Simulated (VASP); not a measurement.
## CuSi8Ni8 (a cell with a defect) (Cu interstitial hop): single point with PBE

CuSi8Ni8 (a cell with a defect) (Cu interstitial hop):

```
CELL_PARAMETERS angstrom
0.00000 3.36513 5.73334
5.18366 0.00000 5.73334
5.18366 3.36513 0.00000
ATOMIC_POSITIONS crystal
Si 0.30839 0.30174 0.50807
Si 0.74264 0.86750 0.94231
Si 0.25682 0.18199 0.99389
Si 0.68138 0.67135 0.56933
Si 0.16587 0.75421 0.56556
Si 0.68516 0.23493 0.08483
Si 0.33415 0.75232 0.91656
Si 0.81275 0.23095 0.43795
Ni 0.22938 0.48206 0.02134
Ni 0.72529 0.95181 0.52542
Ni 0.26564 0.03993 0.45409
Ni 0.79662 0.50895 0.98507
Ni 0.03483 0.78026 0.21588
Ni 0.52518 0.31052 0.72553
Ni 0.44990 0.73757 0.25743
Ni 0.99328 0.19418 0.80081
Cu 0.92143 0.49311 0.32927
```

| Item | Value |
| --- | --- |
| Program | VASP 6.6.1 |
| Task | single point |
| Functional | PBE |
| Potentials or basis | VASP PAW PBE potentials, release 64 (Si, Ni, Cu) |
| Cutoff | 520 eV |
| k mesh | 4 × 4 × 4 |
| Occupations | fermi-dirac, width 0.5 eV |
| Spin | no spin polarisation |
| Dipole correction | no |
| Further INCAR settings | LREAL = Auto; ALGO = Normal; EDIFF = 1e-07; NBANDS = 76 |

The pressure is 12.2 GPa and the largest force is 0.023 eV/Å.

Forces in eV/Å, atoms in the order of the input:
```
Si   0.000  0.006 -0.006
Si   0.000 -0.006 -0.006
Si  -0.007  0.000  0.008
Si   0.021  0.000 -0.006
Si   0.009  0.002  0.000
Si   0.009 -0.002  0.000
Si  -0.016  0.000  0.010
Si  -0.008  0.000 -0.009
Ni   0.009  0.000 -0.009
Ni  -0.002  0.000 -0.005
Ni   0.002 -0.011  0.007
Ni   0.002  0.011  0.007
Ni   0.013  0.000 -0.011
Ni   0.018  0.000  0.014
Ni  -0.015  0.005  0.005
Ni  -0.015 -0.005  0.005
Cu  -0.019  0.000 -0.003
```

Stress tensor (GPa, compression positive):
```
12.81  0.00 -0.27
 0.00 13.05  0.00
-0.27  0.00 10.70
```

Levels at points of the mesh, in eV from the Fermi level:
```csv
k point,band 58,band 59,band 60,band 61,band 62,band 63,band 64,band 65
"(0.00, 0.00, 0.00)",-1.68,-1.32,-1.16,-0.86,0.12,0.84,1.62,1.94
"(0.50, 0.00, 0.00)",-1.12,-1.04,-0.79,-0.41,-0.33,0.10,0.34,0.49
"(0.50, 0.50, 0.50)",-1.14,-1.08,-0.77,-0.45,-0.22,-0.02,0.14,0.65
"(0.50, 0.50, 0.00)",-1.58,-1.35,-0.60,-0.44,-0.09,-0.07,0.27,0.35
"(0.50, 0.00, 0.50)",-1.51,-1.00,-0.81,-0.75,0.32,0.50,1.39,1.52
"(0.00, 0.50, 0.50)",-1.60,-1.57,-0.50,0.00,0.66,0.86,0.91,0.96
```

Wall time 15 min on 1 thread of Intel(R) Xeon(R) Platinum 8559C (Emerald Rapids), with other jobs on the host, peak memory 0.5 GiB.

Spin polarisation is off, so any magnetic state and its effect on volume and gap are missing.
